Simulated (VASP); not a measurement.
# BP (I-4m2) in VASP: a series of runs

BP is run at these levels: r2SCAN; tasks: single point.

All numbers are computed with VASP 6.6.1; they aren't measurements. Logs are shortened: lines on timing, memory, paths and dates and some standing lists are left out, and cuts for length are marked.

## (1) The cell of the first run

Symmetry: I-4m2, No. 119, tetragonal system. The conventional cell has a = 3.602 Å, b = 3.602 Å, c = 3.601 Å, α = 90.00°, β = 90.00°, γ = 90.00°. B (site symmetry -4m2) has 4 P at 2.01 Å within 2.7 Å. P (site symmetry -4m2) has 4 B at 2.01 Å within 2.7 Å.

## (2) Single point, r2SCAN

The input, POSCAR:

```
BP
1.0
    0.0000000000      2.5469946025      1.8007251840
    2.5469946025      0.0000000000      1.8007251840
    2.5469946025      2.5469946025      0.0000000000
B P
1 1
Direct
    0.0000000000      0.0000000000      0.0000000000
    0.7500000000      0.7500000000      0.7500000000
```

The input, INCAR.step1:

```
PREC = Accurate
ENCUT = 520
ISMEAR = 0
SIGMA = 0.05
LREAL = F
LASPH = T
NELM = 100
NBANDS = 11
GGA = PE
ALGO = Normal
EDIFF = 1E-4
LWAVE = T
LCHARG = F
```

The input, INCAR.step2:

```
PREC = Accurate
ENCUT = 520
EDIFF = 1E-6
ISMEAR = 0
SIGMA = 0.05
LREAL = F
LASPH = T
NELM = 100
ALGO = Normal
ISIF = 2
LWAVE = F
LCHARG = F
METAGGA = R2SCAN
LMIXTAU = T
NBANDS = 11
ISTART = 1
```

The input, KPOINTS:

```
regular mesh
0
Gamma
  12 12 12
```

Potentials or basis: VASP PAW PBE potentials, release 64 (B, P).

Run with:

```bash
$ cat potpaw_PBE.64/B/POTCAR potpaw_PBE.64/P/POTCAR > POTCAR
$ cp INCAR.step1 INCAR
$ mpirun -np 1 vasp_std > vasp.out
$ cp INCAR.step2 INCAR
$ mpirun -np 1 vasp_std > vasp.out
```

OUTCAR:

```text
PREC = Accurate
   ENCUT = 520
   EDIFF = 1E-6
   ISMEAR = 0
   LREAL = F
   LASPH = T
   NELM = 100
   ISIF = 2
   METAGGA = R2SCAN
   ISTART = 1

 ion  position               nearest neighbor table
   1  0.000  0.000  0.000-   2 2.01   2 2.01   2 2.01   2 2.01
   2  0.750  0.750  0.750-   1 2.01   1 2.01   1 2.01   1 2.01

  LATTYP: Found a body centered tetragonal cell.
 ALAT       =     3.6019943101
 C/A-ratio  =     0.9998489886

  Lattice vectors:

 A1 = (   0.0000000000,  -2.5469946025,  -1.8007251840)
 A2 = (   0.0000000000,   2.5469946025,  -1.8007251840)
 A3 = (   2.5469946025,   0.0000000000,   1.8007251840)

Analysis of symmetry for initial positions (statically):
=====================================================================
 Subroutine PRICEL returns:
 Original cell was already a primitive cell.

 Routine SETGRP: Setting up the symmetry group for a
 body centered tetragonal supercell.

 Subroutine GETGRP returns: Found  8 space group operations
 (whereof  8 operations were pure point group operations)
 out of a pool of 16 trial point group operations.

The static configuration has the point symmetry D_2d.

Analysis of symmetry for dynamics (positions and initial velocities):
=====================================================================
 Subroutine PRICEL returns:
 Original cell was already a primitive cell.

 Routine SETGRP: Setting up the symmetry group for a
 body centered tetragonal supercell.

 Subroutine GETGRP returns: Found  8 space group operations
 (whereof  8 operations were pure point group operations)
 out of a pool of 16 trial point group operations.

The dynamic configuration has the point symmetry D_2d.

 Subroutine INISYM returns: Found  8 space group operations
 (whereof  8 operations are pure point group operations),
 and found     1 'primitive' translations

----------------------------------------------------------------------------------------

                                     Primitive cell

  volume of cell :      23.3633

  direct lattice vectors                    reciprocal lattice vectors
     0.000000000  2.546994602  1.800725184    -0.196309800  0.196309800  0.277665912
     2.546994602  0.000000000  1.800725184     0.196309800 -0.196309800  0.277665912
     2.546994602  2.546994602  0.000000000     0.196309800  0.196309800 -0.277665912

  length of vectors
     3.119261562  3.119261562  3.601994310     0.392649250  0.392649250  0.392649250
[... 87 lines left out ...]
   ISIF   =      2    stress and relaxation
   ISYM   =      2    0-nonsym 1-usesym 2-fastsym
   POTIM  = 0.5000    time-step for ionic-motion
   TEBEG  =    0.0;   TEEND  =   0.0 temperature during run
   PSTRESS=    0.0 pullay stress
   NELECT =       8.0000    total number of electrons
   NUPDOWN=      -1.0000    fix difference up-down
   EMIN   =  10.00;   EMAX   =-10.00  energy-range for DOS
   EFERMI =   0.00;   METHOD = LEGACY
   ISMEAR =     0;   SIGMA  =   0.05  broadening in eV -4-tet -1-fermi 0-gaus
   EFERMI_NEDOS =   21; number of points for ismear=-14 and -15
   IALGO  =     38    algorithm
   IMIX   =      4    mixing-type and parameters
     AMIX     =   0.40;   BMIX     =  1.00
     AMIX_MAG =   1.60;   BMIX_MAG =  1.00
  volume/ion in A,a.u.               =      11.68        78.83
  Fermi-wavevector in a.u.,A,eV,Ry     =   1.145320  2.164342 17.847562  1.311759
  Thomas-Fermi vector in A             =   2.282009
   LORBIT       =      0    0 simple, 1 ext, 2 COOP (PROOUT), +10 PAW based schemes
   METAGGA = R2SCAN    functional components
   LHFCALC =     F    Hartree Fock is set to
   AEXX    =    0.0000 exact exchange contribution
   IVDW    =     0    specifies the selected vdW correction
   LEPSILON=     F    determine dielectric tensor
   LRPA    =     F    only Hartree local field effects (RPA)
 non-spin polarized calculation
 Gauss-broadening in eV      SIGMA  =   0.05
  energy-cutoff  :      520.00
  volume of cell :       23.36
 maximum number of plane-waves:       664
   NGX = 11   NGY = 11   NGZ = 13

 number of electron       8.0000000 magnetization

 Free energy of the ion-electron system (eV)
  ---------------------------------------------------
  ext. energy  EPLUGINS =         0.00000000
  ---------------------------------------------------
  free energy    TOTEN  =       -16.22492696 eV

  energy without entropy =      -16.22422540  energy(sigma->0) =      -16.22457618

 E-fermi :   7.4766     XC(G=0): -11.6274

 val. band max:        7.4715247979   @ k =   0.5000   0.3333   0.0833
 cond. band min:       7.4795645716   @ k =  -0.4167   0.4167   0.0833
 fundamental gap:      0.0080397737
 Fermi energy:         7.4766472135

 k-point     1 :       0.0000    0.0000    0.0000
  band No.  band energies     occupation
      1      -8.7405      2.00000
      2       6.6696      2.00000
      3       6.6696      2.00000
      4       9.4247      0.00000
      5      10.5283      0.00000
      6      12.7541      0.00000
      7      12.7541      0.00000
      8      14.2140      0.00000
      9      16.0130      0.00000
     10      19.7593      0.00000
     11      21.1856      0.00000
[... 309 lines left out ...]
 k-point    24 :      -0.4167    0.1667    0.0000
  band No.  band energies     occupation
      1      -4.9756      2.00000
      2      -0.6354      2.00000
      3       3.1439      2.00000
      4       5.1552      2.00000
      5       9.3563      0.00000
      6      13.2796      0.00000
      7      14.7292      0.00000
      8      15.9443      0.00000
      9      21.8523      0.00000
     10      22.8046      0.00000
     11      23.2471      0.00000

 [... further k-points ...]

------------------------ aborting loop because EDIFF is reached ----------------------------------------

  FORCE on cell =-STRESS in cart. coord.  units (eV):
  Direction    XX          YY          ZZ          XY          YZ          ZX
  --------------------------------------------------------------------------------------
  -------------------------------------------------------------------------------------
  Total       -3.0208547     -3.0208547      3.9944264      0.0000000     -0.0000000     -0.0000000
  in kB     -207.1604920   -207.1604920    273.9249051      0.0000000     -0.0000000     -0.0000000
  external PRESSURE =     -46.7986930 kB  Pullay stress =       0.0000000 kB

 VOLUME and BASIS-vectors are now :
 -----------------------------------------------------------------------------
  energy-cutoff  :      520.00
  volume of cell :       23.36
      direct lattice vectors                 reciprocal lattice vectors
     0.000000000  2.546994602  1.800725184    -0.196309800  0.196309800  0.277665912
     2.546994602  0.000000000  1.800725184     0.196309800 -0.196309800  0.277665912
     2.546994602  2.546994602  0.000000000     0.196309800  0.196309800 -0.277665912

 POSITION                                       TOTAL-FORCE (eV/Angst)
 -----------------------------------------------------------------------------------
      0.00000      0.00000      0.00000        -0.000000     -0.000000      0.000000
      3.82049      3.82049      2.70109         0.000000      0.000000     -0.000000
 -----------------------------------------------------------------------------------
    total drift:                                0.000021      0.000021     -0.000025

  FREE ENERGIE OF THE ION-ELECTRON SYSTEM (eV)
  ---------------------------------------------------
  free  energy   TOTEN  =       -16.2249269585 eV

  energy  without entropy=      -16.2242254045  energy(sigma->0) =      -16.22457618
```

OUTCAR.step1:

```text
PREC = Accurate
   ENCUT = 520
   ISMEAR = 0
   LREAL = F
   LASPH = T
[... 557 lines left out ...]
 -----------------------------------------------------------------------------------
      0.00000      0.00000      0.00000         0.000000      0.000000      0.000000
      3.82049      3.82049      2.70109        -0.000000     -0.000000     -0.000000
 -----------------------------------------------------------------------------------
    total drift:                                0.000000      0.000000      0.000000

  FREE ENERGIE OF THE ION-ELECTRON SYSTEM (eV)
  ---------------------------------------------------
  free  energy   TOTEN  =       -11.9523267283 eV

  energy  without entropy=      -11.9514898456  energy(sigma->0) =      -11.95190829
```

Wall time 51 s (1 thread of Intel Xeon 6975P-C (Granite Rapids), shared host); peak memory 0.17 GiB.

Results:

- Free energy: -16.2249 eV
- Pressure: -4.7 GPa
- Band gap on the k mesh: zero (bands 4 and 5 overlap by 3.39 eV)

Stress tensor (GPa, compression positive):
```
-20.72   0.00   0.00
  0.00 -20.72   0.00
  0.00   0.00  27.39
```

Caveat: the stress differs along the axes, from -21 to 27 GPa; the PAW data sets were made with another functional, which shifts forces and pressure a little.

## (3) Single point, r2SCAN

This run uses another cell than the first one, of the same volume but with other edges.

The input, POSCAR:

```
BP
1.0
    0.0000000000      2.0215509557      2.8584730513
    2.0215509557      0.0000000000      2.8584730513
    2.0215509557      2.0215509557      0.0000000000
B P
1 1
Direct
    0.0000000000      0.0000000000      0.0000000000
    0.7500000000      0.7500000000      0.7500000000
```

The input, INCAR.step1:

```
SYSTEM = BP
PREC = Accurate
ENCUT = 520
ISMEAR = 0
SIGMA = 0.05
LREAL = .FALSE.
LASPH = .TRUE.
NELM = 60
NBANDS = 11
GGA = PE
ALGO = Normal
EDIFF = 1E-4
LWAVE = .TRUE.
LCHARG = .FALSE.
```

The input, INCAR.step2:

```
SYSTEM = BP
PREC = Accurate
ENCUT = 520
EDIFF = 1E-6
ISMEAR = 0
SIGMA = 0.05
LREAL = .FALSE.
LASPH = .TRUE.
NELM = 60
ALGO = Normal
ISIF = 2
LWAVE = .FALSE.
LCHARG = .FALSE.
METAGGA = R2SCAN
LMIXTAU = .TRUE.
NBANDS = 11
ISTART = 1
```

The input, KPOINTS:

```
Automatic mesh
0
G
  12 12 12
  0 0 0
```

Potentials or basis: VASP PAW PBE potentials, release 64 (B, P).

Run with:

```bash
$ cat potpaw_PBE.64/B/POTCAR potpaw_PBE.64/P/POTCAR > POTCAR
$ cp INCAR.step1 INCAR
$ mpirun -np 1 vasp_std > vasp.out
$ cp INCAR.step2 INCAR
$ mpirun -np 1 vasp_std > vasp.out
```

Run time: 92 s. Hardware: 1 thread of Intel Xeon 6975P-C (Granite Rapids), shared host; peak memory 0.17 GiB.

It converged, with:

| Property | Result |
| --- | --- |
| Free energy | -15.3129 eV |
| Pressure | -1.9 GPa |
| Band gap on the k mesh | zero (bands 4 and 5 overlap by 1.54 eV) |

Stress tensor (GPa, compression positive):
```
 32.03   0.00   0.00
  0.00  32.03   0.00
  0.00   0.00 -69.73
```

Levels at points of the mesh, in eV from the Fermi level:
| k point | band 1 | band 2 | band 3 | band 4 | band 5 | band 6 | band 7 | band 8 | band 9 |
| --- | --- | --- | --- | --- | --- | --- | --- | --- | --- |
| (0.00, 0.00, 0.00) | -17.21 | -4.17 | 0.97 | 0.97 | 2.44 | 2.89 | 2.89 | 4.40 | 9.86 |
| (0.50, 0.00, 0.00) | -13.44 | -10.26 | -5.12 | -0.87 | 0.35 | 6.09 | 7.40 | 9.48 | 12.84 |
| (0.50, 0.50, 0.00) | -14.23 | -11.76 | -2.18 | -2.18 | 3.46 | 4.86 | 11.23 | 11.23 | 11.30 |
| (0.50, 0.00, 0.50) | -10.51 | -8.78 | -6.28 | -5.45 | -0.26 | -0.14 | 6.74 | 9.63 | 10.17 |

Caveat: the stress differs along the axes, from -70 to 32 GPa; the PAW data sets were made with another functional, which shifts forces and pressure a little.

## (4) Single point, r2SCAN

This run uses another cell than the first one, of the same volume but with other edges.

The input, POSCAR:

```
BP
1.0
    0.0000000000      2.3953088586      2.0360125298
    2.3953088586      0.0000000000      2.0360125298
    2.3953088586      2.3953088586      0.0000000000
B P
1 1
Direct
    0.0000000000      0.0000000000      0.0000000000
    0.7500000000      0.7500000000      0.7500000000
```

The input, INCAR.step1:

```
PREC = Accurate
ENCUT = 520
ISMEAR = 0
SIGMA = 0.05
LREAL = False
LASPH = True
NELM = 60
NBANDS = 11
GGA = PE
ALGO = Normal
EDIFF = 1E-4
LWAVE = True
LCHARG = False
```

The input, INCAR.step2:

```
PREC = Accurate
ENCUT = 520
EDIFF = 1E-6
ISMEAR = 0
SIGMA = 0.05
LREAL = False
LASPH = True
NELM = 60
ALGO = Normal
ISIF = 2
LWAVE = False
LCHARG = True
METAGGA = R2SCAN
LMIXTAU = True
LELF = True
LVHAR = True
NBANDS = 11
ISTART = 1
```

The input, KPOINTS:

```
regular mesh
0
Gamma
  12 12 12
```

Run with:

```bash
$ cat potpaw_PBE.64/B/POTCAR potpaw_PBE.64/P/POTCAR > POTCAR
$ cp INCAR.step1 INCAR
$ mpirun -np 1 vasp_std > vasp.out
$ cp INCAR.step2 INCAR
$ mpirun -np 1 vasp_std > vasp.out
```

Run time: 52 s. Hardware: 1 thread of Intel Xeon 6975P-C (Granite Rapids), shared host; peak memory 0.16 GiB.

Results (log left out):

- Free energy: -16.9977 eV
- Pressure: -1.2 GPa
- Band gap on the k mesh: zero (bands 4 and 5 overlap by 0.97 eV)

Stress tensor (GPa, compression positive):
```
-13.06   0.00   0.00
  0.00 -13.06   0.00
  0.00   0.00  22.40
```

Levels at points of the mesh, in eV from the Fermi level:
```tsv
k point	band 1	band 2	band 3	band 4	band 5	band 6	band 7	band 8
(0.00, 0.00, 0.00)	-16.63	-0.82	-0.82	0.61	2.75	3.80	3.80	7.35
(0.50, 0.00, 0.00)	-13.07	-9.82	-3.17	-1.32	2.51	3.88	6.79	10.93
(0.50, 0.50, 0.00)	-10.38	-8.40	-5.77	-5.77	-0.02	0.10	12.52	12.52
(0.50, 0.00, 0.50)	-11.97	-9.96	-4.12	-3.83	1.99	2.46	10.49	12.75
```

Caveat: the stress differs along the axes, from -13 to 22 GPa; the PAW data sets were made with another functional, which shifts forces and pressure a little.

(Continued in part 2 of 2.)

The gap in the log of VASP goes by the Fermi energy; the results here count the filled bands.